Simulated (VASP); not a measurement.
Wanted: the native input for a VASP 6.6.1 run.

```yaml
Task: single point
Functional: LDA
Potentials_or_basis: VASP PAW LDA potentials, release 64 (Zn)
Cutoff: 500 eV
k_mesh: 12 × 12 × 12
Occupations: fermi-dirac, width 0.1 eV
Spin: no spin polarisation
Dipole_correction: no
Further_INCAR_settings: ALGO = Normal; EDIFF = 1e-06; NBANDS = 12
```

The structure of Zn lies in POSCAR:

```
Zn
1.0
    2.5225912199      0.0000000000      0.0000000000
    0.0000000000      2.5225912199      0.0000000000
    0.0000000000      0.0000000000      2.5225912199
Zn
1
Direct
    0.0000000000      0.0000000000      0.0000000000
```

These files were run (other wordings do the same):

INCAR

```
SYSTEM = Zn
  PREC = Accurate
  ENCUT = 500
  EDIFF = 1E-6
  ISMEAR = -1
  SIGMA = 0.1
  LREAL = .FALSE.
  LASPH = .TRUE.
  NELM = 120
  ALGO = Normal
  ISIF = 2
  LWAVE = .FALSE.
  LCHARG = .TRUE.
  GGA = CA
  LELF = .TRUE.
  LVHAR = .TRUE.
  NBANDS = 12
  GGA_COMPAT = .FALSE.
```

KPOINTS

```
regular mesh
0
G
  12 12 12
  0 0 0
```

Potentials or basis: VASP PAW LDA potentials, release 64 (Zn).

Launch:

```console
$ cat potpaw_LDA.64/Zn/POTCAR > POTCAR
$ mpirun -np 1 vasp_std > vasp.out
```

It gave:

- Pressure: 0.6 GPa
- Band gap on the k mesh: zero (band 6 reaches 8.22 eV, above the bottom of band 7 at -0.55 eV)

It took 14 s on 1 thread of AMD EPYC 7R43 64-Core Processor (Zen 3), with other jobs on the host, peak memory 0.08 GiB.
